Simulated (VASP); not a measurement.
Wanted: the native input for a VASP 6.6.1 run.

| Quantity | Value |
| --- | --- |
| Task | single point |
| Functional | PBEsol |
| Potentials or basis | VASP PAW PBE potentials, release 64 (Ti_sv, O) |
| Cutoff | 520 eV |
| k mesh | 6 × 6 × 8 |
| Occupations | fermi-dirac, width 0.02 eV |
| Spin | no spin polarisation |
| Dipole correction | no |
| Further INCAR settings | ALGO = Normal; EDIFF = 1e-07; NBANDS = 33 |

The structure of TiO2 lies in POSCAR:

```
TiO2
1.0
    4.5912758593      0.0000000000      0.0000000000
    0.0000000000      4.5912758593      0.0000000000
    0.0000000000      0.0000000000      2.9389972098
Ti O
2 4
Direct
    0.0000000000      0.0000000000      0.0000000000
    0.5000000000      0.5000000000      0.5000000000
    0.3044413194      0.3044413194      0.0000000000
    0.1955586806      0.8044413194      0.5000000000
    0.8044413194      0.1955586806      0.5000000000
    0.6955586806      0.6955586806      0.0000000000
```

The input as run:

INCAR

```
SYSTEM = TiO2
ALGO     = Normal         ! electronic algorithm
EDIFF    = 1E-7           ! SCF threshold, eV
ENCUT    = 520            ! plane-wave cutoff, eV
GGA      = PS             ! functional
ISIF     = 2              ! what is computed and relaxed
ISMEAR   = -1             ! smearing method
LASPH    = .TRUE.         ! aspherical terms in the spheres
LCHARG   = .TRUE.         ! write CHGCAR
LELF     = .TRUE.         ! ELF
LREAL    = .FALSE.        ! projectors in reciprocal space
LVHAR    = .TRUE.       
LWAVE    = .FALSE.        ! write WAVECAR
NBANDS   = 33             ! bands
NELM     = 100            ! most SCF steps
PREC     = Accurate       ! precision mode
SIGMA    = 0.02           ! smearing width, eV
```

KPOINTS

```
k-points
0
G
  6 6 8
  0 0 0
```

Potentials or basis: VASP PAW PBE potentials, release 64 (Ti_sv, O).

Command:

```console
$ cat potpaw_PBE.64/Ti_sv/POTCAR potpaw_PBE.64/O/POTCAR > POTCAR
$ mpirun -np 1 vasp_std > vasp.out
```

It gave:

| Item | Value |
| --- | --- |
| Pressure | 0.7 GPa |
| Largest force | 0.025 eV/Å |
| Band gap on the k mesh | 1.84 eV, direct |

Caveat: the PAW data sets were made with another functional, which shifts forces and pressure a little.

It took 64 s on 1 thread of AMD EPYC 9R45 96-Core Processor (Zen 5), with other jobs on the host, peak memory 0.19 GiB.
